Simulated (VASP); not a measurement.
# Hf in VASP: a series of runs, part 2 of 3

VASP 6.6.1. The steps go on from the part before.

**3. Relaxation of cell and atoms, PBE**

Contents of INCAR:

```
PREC = Accurate
ENCUT = 600
EDIFF = 1E-7
ISMEAR = 0
SIGMA = 0.1
LREAL = False
LASPH = True
NELM = 80
ALGO = Normal
ISIF = 3
LWAVE = False
LCHARG = False
GGA = PE
IBRION = 2
NSW = 90
EDIFFG = -0.04
```

Contents of KPOINTS:

```
Automatic mesh
0
Gamma
  6 6 6
```

Contents of POSCAR:

```
Hf
1.0
   -1.7749165777      1.7749165777      1.7749165777
    1.7749165777     -1.7749165777      1.7749165777
    1.7749165777      1.7749165777     -1.7749165777
Hf
1
Direct
    0.0000000000      0.0000000000      0.0000000000
```

Potentials or basis: VASP PAW PBE potentials, release 64 (Hf_pv).

Run with:

```sh
cat potpaw_PBE.64/Hf_pv/POTCAR > POTCAR
mpirun -np 1 vasp_std > vasp.out
```

OUTCAR:

```text
PREC = Accurate
   ENCUT = 600
   EDIFF = 1E-7
   ISMEAR = 0
   LREAL = False
   LASPH = True
   NELM = 80
   ISIF = 3
   GGA = PE
   IBRION = 2
   NSW = 90
   EDIFFG = -0.04

 ion  position               nearest neighbor table
   1  0.000  0.000  0.000-

  LATTYP: Found a body centered cubic cell.
 ALAT       =     3.5498331554

  Lattice vectors:

 A1 = (  -1.7749165777,   1.7749165777,   1.7749165777)
 A2 = (   1.7749165777,  -1.7749165777,   1.7749165777)
 A3 = (   1.7749165777,   1.7749165777,  -1.7749165777)

Analysis of symmetry for initial positions (statically):
=====================================================================
 Subroutine PRICEL returns:
 Original cell was already a primitive cell.

 Routine SETGRP: Setting up the symmetry group for a
 body centered cubic supercell.

 Subroutine GETGRP returns: Found 48 space group operations
 (whereof 48 operations were pure point group operations)
 out of a pool of 48 trial point group operations.

The static configuration has the point symmetry O_h .

Analysis of symmetry for dynamics (positions and initial velocities):
=====================================================================
 Subroutine PRICEL returns:
 Original cell was already a primitive cell.

 Routine SETGRP: Setting up the symmetry group for a
 body centered cubic supercell.

 Subroutine GETGRP returns: Found 48 space group operations
 (whereof 48 operations were pure point group operations)
 out of a pool of 48 trial point group operations.

The dynamic configuration has the point symmetry O_h .

 Subroutine INISYM returns: Found 48 space group operations
 (whereof 48 operations are pure point group operations),
 and found     1 'primitive' translations

----------------------------------------------------------------------------------------

                                     Primitive cell

  volume of cell :      22.3663

  direct lattice vectors                    reciprocal lattice vectors
    -1.774916578  1.774916578  1.774916578     0.000000000  0.281703380  0.281703380
     1.774916578 -1.774916578  1.774916578     0.281703380  0.000000000  0.281703380
     1.774916578  1.774916578 -1.774916578     0.281703380  0.281703380  0.000000000

  length of vectors
     3.074245692  3.074245692  3.074245692     0.398388741  0.398388741  0.398388741

  position of ions in fractional coordinates (direct lattice)
     0.000000000  0.000000000  0.000000000

  ion indices of the primitive-cell ions
   primitive index   ion index
                 1           1

----------------------------------------------------------------------------------------

 KPOINTS: Automatic mesh

Automatic generation of k-mesh.
 Grid dimensions read from file:
 generate k-points for:    6    6    6

 Generating k-lattice:

  Cartesian coordinates                     Fractional coordinates (reciprocal lattice)
     0.000000000  0.046950563  0.046950563     0.166666667  0.000000000  0.000000000
     0.046950563  0.000000000  0.046950563     0.000000000  0.166666667  0.000000000
     0.046950563  0.046950563  0.000000000     0.000000000  0.000000000  0.166666667

  Length of vectors
     0.066398124  0.066398124  0.066398124

  Shift w.r.t. Gamma in fractional coordinates (k-lattice)
     0.000000000  0.000000000  0.000000000

 Subroutine IBZKPT returns following result:
 ===========================================

 Found     16 irreducible k-points:

 Following reciprocal coordinates:
            Coordinates               Weight
  0.000000  0.000000  0.000000      1.000000
  0.166667  0.000000  0.000000     12.000000
  0.333333  0.000000  0.000000     12.000000
  0.500000  0.000000  0.000000      6.000000
  0.166667  0.166667  0.000000     24.000000
  0.333333  0.166667 -0.000000     48.000000
[... 8 lines left out ...]
  0.500000  0.500000  0.333333     12.000000
  0.500000  0.500000  0.500000      1.000000
   k-points           NKPTS =     16   k-points in BZ     NKDIM =     16   number of bands    NBANDS=      9
   number of dos      NEDOS =    301   number of ions     NIONS =      1
   total plane-waves  NPLWV =  21952
   dimension x,y,z NGX =    28 NGY =   28 NGZ =   28
   dimension x,y,z NGXF=    56 NGYF=   56 NGZF=   56
   ions per type =               1
   NGX,Y,Z   is equivalent  to a cutoff of  15.14, 15.14, 15.14 a.u.
   NGXF,Y,Z  is equivalent  to a cutoff of  30.28, 30.28, 30.28 a.u.
 SYSTEM =  unknown system
   PREC   = accura    normal or accurate (medium, high low for compatibility)
   ISTART =      0    job   : 0-new  1-cont  2-samecut
   ICHARG =      2    charge: 1-file 2-atom 10-const
   ISPIN  =      1    spin polarized calculation?
   LNONCOLLINEAR =      F non collinear calculations
   LSORBIT =      F    spin-orbit coupling
   LASPH  =      T    aspherical Exc in radial PAW
   ENCUT  =  600.0 eV  44.10 Ry    6.64 a.u.   6.14  6.14  6.14*2*pi/ulx,y,z
   NELM   =     80;   NELMIN=  2; NELMDL= -5     # of ELM steps
   EDIFF  = 0.1E-06   stopping-criterion for ELM
   LREAL  =      F    real-space projection
   EDIFFG = -.4E-01   stopping-criterion for IOM
   NSW    =     90    number of steps for IOM
   IBRION =      2    ionic relax: 0-MD 1-quasi-New 2-CG
   NFREE  =      1    steps in history (QN), initial steepest desc. (CG)
   ISIF   =      3    stress and relaxation
   ISYM   =      2    0-nonsym 1-usesym 2-fastsym
   POTIM  = 0.5000    time-step for ionic-motion
   TEBEG  =    0.0;   TEEND  =   0.0 temperature during run
   PSTRESS=    0.0 pullay stress
   NELECT =      10.0000    total number of electrons
   NUPDOWN=      -1.0000    fix difference up-down
   EMIN   =  10.00;   EMAX   =-10.00  energy-range for DOS
   EFERMI =   0.00;   METHOD = LEGACY
   ISMEAR =     0;   SIGMA  =   0.10  broadening in eV -4-tet -1-fermi 0-gaus
   EFERMI_NEDOS =   21; number of points for ismear=-14 and -15
   IALGO  =     38    algorithm
   IMIX   =      4    mixing-type and parameters
     AMIX     =   0.40;   BMIX     =  1.00
     AMIX_MAG =   1.60;   BMIX_MAG =  1.00
  volume/ion in A,a.u.               =      22.37       150.94
  Fermi-wavevector in a.u.,A,eV,Ry     =   1.251825  2.365606 21.321219  1.567065
  Thomas-Fermi vector in A             =   2.385754
   LORBIT       =      0    0 simple, 1 ext, 2 COOP (PROOUT), +10 PAW based schemes
   GGA     = PE    functional components
   LHFCALC =     F    Hartree Fock is set to
   AEXX    =    0.0000 exact exchange contribution
   IVDW    =     0    specifies the selected vdW correction
   LEPSILON=     F    determine dielectric tensor
   LRPA    =     F    only Hartree local field effects (RPA)
 conjugate gradient relaxation of ions
 non-spin polarized calculation
 Gauss-broadening in eV      SIGMA  =   0.10
  energy-cutoff  :      600.00
  volume of cell :       22.37
 maximum number of plane-waves:       767
 NGX is ok and might be reduce to    28

--------------------------------------- Ionic step        1  -------------------------------------------

 number of electron      10.0000001 magnetization

 Free energy of the ion-electron system (eV)
  ---------------------------------------------------
  ext. energy  EPLUGINS =         0.00000000
  ---------------------------------------------------
  free energy    TOTEN  =        -9.72250315 eV

  energy without entropy =       -9.70909599  energy(sigma->0) =       -9.71579957

------------------------ aborting loop because EDIFF is reached ----------------------------------------

  FORCE on cell =-STRESS in cart. coord.  units (eV):
  Direction    XX          YY          ZZ          XY          YZ          ZX
  --------------------------------------------------------------------------------------
  -------------------------------------------------------------------------------------
  Total       -0.0895572     -0.0895572     -0.0895572      0.0000000     -0.0000000      0.0000000
  in kB       -6.4153077     -6.4153077     -6.4153077      0.0000000     -0.0000000      0.0000000
  external PRESSURE =      -6.4153077 kB  Pullay stress =       0.0000000 kB
[... 55 lines left out ...]
  energy  without entropy=       -9.7103748659  energy(sigma->0) =       -9.71649896

--------------------------------------- Ionic step        3  -------------------------------------------

 number of electron      10.0000001 magnetization

 Free energy of the ion-electron system (eV)
  ---------------------------------------------------
  ext. energy  EPLUGINS =         0.00000000
  ---------------------------------------------------
  free energy    TOTEN  =        -9.72282848 eV

  energy without entropy =       -9.71005046  energy(sigma->0) =       -9.71643947

 E-fermi :   4.6851     XC(G=0): -11.3176

 val. band max:        4.5418468987   @ k =   0.3333   0.1667   0.1667
 cond. band min:       4.6983611251   @ k =   0.1667   0.1667   0.0000
 fundamental gap:      0.1565142264
 Fermi energy:         4.6851278304

 k-point     1 :       0.0000    0.0000    0.0000
  band No.  band energies     occupation
      1     -25.1835      2.00000
      2     -25.1835      2.00000
      3     -25.1835      2.00000
      4      -2.4344      2.00000
      5       6.1594      0.00000
      6       6.1594      0.00000
      7       6.1594      0.00000
      8       8.9602      0.00000
      9       8.9602      0.00000
[... 206 lines left out ...]
  FREE ENERGIE OF THE ION-ELECTRON SYSTEM (eV)
  ---------------------------------------------------
  free  energy   TOTEN  =        -9.7228284758 eV

  energy  without entropy=       -9.7100504572  energy(sigma->0) =       -9.71643947

 reached required accuracy - stopping structural energy minimisation
```

Run time: 6.9 s. Hardware: 1 thread of Intel Xeon 6975P-C (Granite Rapids), shared host; peak memory 0.16 GiB.

What came out:

| Quantity | Value |
| --- | --- |
| Free energy | -9.7228 eV |
| Relaxed volume | 22.20 Å³/atom |
| Relaxed cell | a = 3.067 Å, b = 3.067 Å, c = 3.067 Å, α = 109.47°, β = 109.47°, γ = 109.47° |
| Space group after relaxing (to 0.05 Å) | Im-3m (No. 229) |
| Energy gained by relaxing | 0.3 meV/atom |
| Ionic steps | 3 |
| Pressure after relaxing | 0.0 GPa |
| Band gap on the k mesh | zero (band 5 reaches 6.16 eV, above the bottom of band 6 at 4.00 eV) |

The path:
| step | energy change (eV) | largest force (eV/Å) | pressure (GPa) | volume (Å³) |
| --- | --- | --- | --- | --- |
| 1 | 0.0000 | 0.0000 | -0.64 | 22.37 |
| 2 | -0.0001 | 0.0000 | 0.53 | 22.08 |
| 3 | -0.0003 | 0.0000 | 0.00 | 22.20 |

Final structure:
```
CELL_PARAMETERS angstrom
-1.77062 1.77062 1.77062
1.77062 -1.77062 1.77062
1.77062 1.77062 -1.77062
ATOMIC_POSITIONS crystal
Hf 0.00000 0.00000 0.00000
```

Levels at points of the mesh, in eV from the Fermi level:
```
           k point  band 3  band 4  band 5  band 6  band 7  band 8
(0.00, 0.00, 0.00)  -29.87   -7.12    1.47    1.47    1.47    4.28
(0.50, 0.00, 0.00)  -29.87   -3.45   -0.57    1.03    4.11    5.12
(0.50, 0.50, 0.50)  -30.46   -2.66   -2.66    6.77    6.77    6.77
```

Caveat: the k points lie up to 0.42 Å⁻¹ apart in the final cell; spin-orbit coupling is left out, which moves the levels of the heavy elements.

**4. Single point, PBE**

This run uses another cell than the first one: it holds 3 atoms, not 1.

Contents of INCAR:

```
  PREC = Accurate
  ENCUT = 520
  EDIFF = 1E-6
  ISMEAR = 0
  SIGMA = 0.1
  LREAL = F
  LASPH = T
  NELM = 100
  ALGO = Fast
  ISIF = 2
  LWAVE = F
  LCHARG = F
  GGA = PE
  NBANDS = 22
```

Contents of KPOINTS:

```
Automatic mesh
0
Gamma
  6 6 4
```

Contents of POSCAR:

```
Hf
1.0
    5.0414808579      0.0000000001      0.0000000000
   -2.5207404290      4.3660504956      0.0000000000
    0.0000000000      0.0000000000      3.0480424521
Hf
3
Direct
    0.3333607947      0.0000000000      0.3333333333
    0.0000000000      0.3333607947      0.6666666667
    0.6666392053      0.6666392053      0.0000000000
```

Run with:

```sh
cat potpaw_PBE.64/Hf_pv/POTCAR > POTCAR
mpirun -np 1 vasp_std > vasp.out
```

Wall time 16 s (1 thread of Intel Xeon 6975P-C (Granite Rapids), shared host); peak memory 0.19 GiB.

Results (log left out):

```
Free energy            : -29.3200 eV
Pressure               : -0.4 GPa
Band gap on the k mesh : zero (band 15 reaches 4.68 eV, above the bottom of band 16 at 3.95 eV)
```

Levels at points of the mesh, in eV from the Fermi level:
```
           k point  band 12  band 13  band 14  band 15  band 16  band 17  band 18  band 19
(0.00, 0.00, 0.00)    -1.54    -0.55    -0.55    -0.55    -0.55     1.44     1.59     1.59
(0.50, 0.00, 0.00)    -3.37    -0.49     0.06     0.06     0.28     0.28     1.02     3.56
(0.00, 0.00, 0.50)    -2.39    -2.39    -0.61    -0.61    -0.61    -0.61     4.80     4.80
(0.50, 0.00, 0.50)    -1.68    -1.21    -1.21    -0.47     0.48     0.48     1.14     3.49
```

Caveat: the k points lie up to 0.52 Å⁻¹ apart; spin-orbit coupling is left out, which moves the levels of the heavy elements.

**5. Single point, PBE**

This run uses another cell than the first one, of 22.27 Å³/atom, 0.996 times its volume.

Contents of INCAR:

```
SYSTEM = Hf
ALGO = Normal
EDIFF = 1E-7
ENCUT = 520
GGA = PE
ISIF = 2
ISMEAR = 0
LASPH = .TRUE.
LCHARG = .FALSE.
LREAL = .FALSE.
LWAVE = .FALSE.
NBANDS = 11
NELM = 60
PREC = Accurate
SIGMA = 0.1
```

Contents of KPOINTS:

```
k-points
0
G
  22 22 22
  0 0 0
```

Contents of POSCAR:

```
Hf
1.0
   -1.7724472169      1.7724472169      1.7724472169
    1.7724472169     -1.7724472169      1.7724472169
    1.7724472169      1.7724472169     -1.7724472169
Hf
1
Direct
    0.0000000000      0.0000000000      0.0000000000
```

Run with:

```sh
cat potpaw_PBE.64/Hf_pv/POTCAR > POTCAR
mpirun -np 1 vasp_std > vasp.out
```

Wall time 18 s (1 thread of Intel Xeon 6975P-C (Granite Rapids), shared host); peak memory 0.2 GiB.

The run converged. Its results:

| Quantity | Value |
| --- | --- |
| Free energy | -9.7478 eV |
| Pressure | -0.3 GPa |
| Band gap on the k mesh | zero (band 5 reaches 6.14 eV, above the bottom of band 6 at 3.77 eV) |

Levels at points of the mesh, in eV from the Fermi level:
```
           k point  band 3  band 4  band 5  band 6  band 7  band 8
(0.00, 0.00, 0.00)  -29.81   -7.05    1.54    1.54    1.54    4.33
(0.50, 0.00, 0.00)  -29.81   -3.38   -0.49    1.09    4.16    5.17
(0.50, 0.50, 0.50)  -30.39   -2.58   -2.58    6.82    6.82    6.82
```

Caveat: spin-orbit coupling is left out, which moves the levels of the heavy elements.

(Continued in part 3 of 3.)
